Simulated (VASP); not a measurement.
Input of a VASP 6.6.1 run:

The input POSCAR:

```
Pb
1.0
    0.0000000000      2.4415696833      2.4415696833
    2.4415696833      0.0000000000      2.4415696833
    2.4415696833      2.4415696833      0.0000000000
Pb
1
Direct
    0.0000000000      0.0000000000      0.0000000000
```

INCAR.step1

```
  PREC = Accurate
  ENCUT = 520
  ISMEAR = -1
  SIGMA = 0.05
  LREAL = F
  LASPH = T
  NELM = 60
  NBANDS = 13
  GGA = PE
  ALGO = Normal
  EDIFF = 1E-4
  LWAVE = T
  LCHARG = F
```

Contents of INCAR.step2:

```
  PREC = Accurate
  ENCUT = 520
  EDIFF = 1E-6
  ISMEAR = -1
  SIGMA = 0.05
  LREAL = F
  LASPH = T
  NELM = 60
  ALGO = Normal
  ISIF = 2
  LWAVE = F
  LCHARG = F
  METAGGA = R2SCAN
  LMIXTAU = T
  IVDW = 12
  VDW_S6 = 1.0
  VDW_S8 = 0.78981345
  VDW_A1 = 0.49484001
  VDW_A2 = 5.73083694
  NBANDS = 13
  ISTART = 1
```

The input KPOINTS:

```
Automatic mesh
0
Gamma
  9 9 9
```

Potentials or basis: VASP PAW PBE potentials, release 64 (Pb_d).

Run with:

```sh
$ cat potpaw_PBE.64/Pb_d/POTCAR > POTCAR
$ cp INCAR.step1 INCAR
$ mpirun -np 1 vasp_std > vasp.out
$ cp INCAR.step2 INCAR
$ mpirun -np 1 vasp_std > vasp.out
```

(1) Estimate the band gap on the k mesh.

(2) Predict the pressure.

(3) What does it give for the dispersion energy per atom?

Results:

(1) zero (band 7 reaches 15.77 eV, above the bottom of band 8 at 5.96 eV).

(2) 2.3 GPa.

(3) -0.203 eV.

Caveat: the PAW data sets were made with another functional, which shifts forces and pressure a little; spin-orbit coupling is left out, which moves the levels of the heavy elements; pairwise dispersion overbinds metals, which lowers pressure and volume.
